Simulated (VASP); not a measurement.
BN: G0W0 quasiparticle levels with PBE

BN:

```
CELL_PARAMETERS angstrom
0.00000 1.80800 1.80800
1.80800 0.00000 1.80800
1.80800 1.80800 0.00000
ATOMIC_POSITIONS crystal
B 0.00000 0.00000 0.00000
N 0.25000 0.25000 0.25000
```

```yaml
Program: VASP 6.6.1
Task: G0W0 quasiparticle levels
Functional: PBE
Potentials_or_basis: VASP PAW PBE potentials, release 64 (B_GW, N_GW)
Cutoff: 500 eV
k_mesh: 4 × 4 × 4
Occupations: gaussian, width 0.01 eV
Spin: no spin polarisation
Dipole_correction: no
GW_scheme: G0W0
GW_iterations: 1
Cutoff_of_the_response_function: 113.3
Frequency_points: 48
Empty_bands: 55
Further_INCAR_settings: ALGO = EVGW0; EDIFF = 1e-08; NBANDS = 59
```

The band gap on the k mesh, mean-field level is 4.44 eV, indirect (least direct gap 8.79 eV). The quasiparticle gap is 5.75 eV and the least direct quasiparticle gap is 10.77 eV.

Levels at points of the mesh, in eV from the valence-band top:
| k point | band 1 | band 2 | band 3 | band 4 | band 5 | band 6 | band 7 | band 8 |
| --- | --- | --- | --- | --- | --- | --- | --- | --- |
| (0.00, 0.00, 0.00) | -20.24 | 0.00 | 0.00 | 0.00 | 8.79 | 8.79 | 8.79 | 10.33 |
| (0.50, 0.00, 0.00) | -16.02 | -10.71 | -1.95 | -1.95 | 10.11 | 10.68 | 10.68 | 15.25 |
| (0.50, 0.50, 0.00) | -14.65 | -8.93 | -4.91 | -4.91 | 4.44 | 9.20 | 17.91 | 17.91 |

Run time: 9.8 s on 1 thread of Intel(R) Xeon(R) Platinum 8559C (Emerald Rapids), on a shared host, peak memory 0.14 GiB.

Caveat: the k points lie up to 0.75 Å⁻¹ apart; bands, screening cutoff and mesh are small and nothing is extrapolated, so the quasiparticle values aren't converged. A k mesh can miss the band edges.
